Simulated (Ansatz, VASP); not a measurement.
Ru in VASP and in Ansatz

```xyz
1
Lattice="2.6635 0.0000 0.0000 -1.3317 2.3066 0.0000 0.0000 0.0000 2.4482" Properties=species:S:1:pos:R:3 pbc="T T T"
Ru    0.0000    0.0000    0.0000
```

Alike in both runs: functional PBE; k mesh 17 × 17 × 15; occupations fermi-dirac, width 0.05 eV; no spin polarisation.

Ansatz relaxed the structure, and its values are those at the end. VASP's run is a single point on that final structure, the one shown.

|  | VASP | Ansatz |
| --- | --- | --- |
| version | VASP 6.6.1 | Ansatz 0.2.0 |
| potentials or method | VASP PAW PBE potentials, release 64 (Ru_sv) | PAW with Ansatz's default frozen-core files, scalar-relativistic |
| plane-wave cutoff (eV) | 560 | 420 |
| valence electrons in the cell | 16 | 16 |

Ansatz gave:

- pressure (GPa): 0.0

**Question.** What did VASP give for the same quantities?

**Answer.** Pressure (GPa): -0.3.
